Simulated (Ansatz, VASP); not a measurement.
## C: VASP beside Ansatz

```
CELL_PARAMETERS angstrom
2.46570 0.00000 0.00000
-1.23285 2.13536 0.00000
0.00000 0.00000 17.50000
ATOMIC_POSITIONS crystal
C 0.33333 0.66667 0.25714
C 0.66667 0.33333 0.25714
C 0.50000 0.00000 0.44629
C 0.83333 0.66667 0.44629
```

Alike in both runs: task single point; functional PBE; dispersion D3(BJ); k mesh 15 × 15 × 1; occupations gaussian, width 0.1 eV; no spin polarisation.

|  | VASP | Ansatz |
| --- | --- | --- |
| version | VASP 6.6.1 | Ansatz 0.2.0 |
| potentials or method | VASP PAW PBE potentials, release 64 (C), cutoff 520 eV | scalar-relativistic, plane waves, PAW |
| valence electrons in the cell | 16 | 16 |

```tsv
	VASP	Ansatz	Ansatz less VASP
gap on the k mesh at the Fermi level (eV)	0.48	0.48	0.000
least direct gap on the mesh (eV)	0.48	0.48	0.000
rms of the force components (eV/Å)	0.022	0.022	-0.0001
```

Atom by atom the forces differ by 0.000 eV/Å (rms over components).
